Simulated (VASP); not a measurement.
Here is a VASP 6.6.1 calculation.

File INCAR:

```
SYSTEM = CoH
PREC = Accurate
ENCUT = 600
EDIFF = 1E-7
ISMEAR = -1
SIGMA = 0.1
LREAL = .FALSE.
LASPH = .TRUE.
NELM = 150
ALGO = Normal
ISIF = 3
LWAVE = .FALSE.
LCHARG = .FALSE.
ISPIN = 2
MAGMOM = 2.5 0
LORBIT = 11
LMAXMIX = 4
GGA = CA
IBRION = 2
NSW = 60
EDIFFG = -0.02
```

File KPOINTS:

```
Automatic mesh
0
G
  10 10 10
  0 0 0
```

File POSCAR:

```
CoH
1.0
    0.0000000000      1.8450000000      1.8450000000
    1.8450000000      0.0000000000      1.8450000000
    1.8450000000      1.8450000000      0.0000000000
Co H
1 1
Direct
    0.0000000000      0.0000000000      0.0000000000
    0.5000000000      0.5000000000      0.5000000000
```

Potentials or basis: VASP PAW LDA potentials, release 64 (Co, H).

Command:

```console
$ cat potpaw_LDA.64/Co/POTCAR potpaw_LDA.64/H/POTCAR > POTCAR
$ mpirun -np 1 vasp_std > vasp.out
```

(1) What does it give for the relaxed cell?

(2) Estimate the site moments.

(3) Predict the net moment.

Results:

(1) a = 2.553 Å, b = 2.553 Å, c = 2.553 Å, α = 60.00°, β = 60.00°, γ = 60.00°.

(2) Co +0.95; H -0.01 μB.

(3) 0.94 μB per cell.
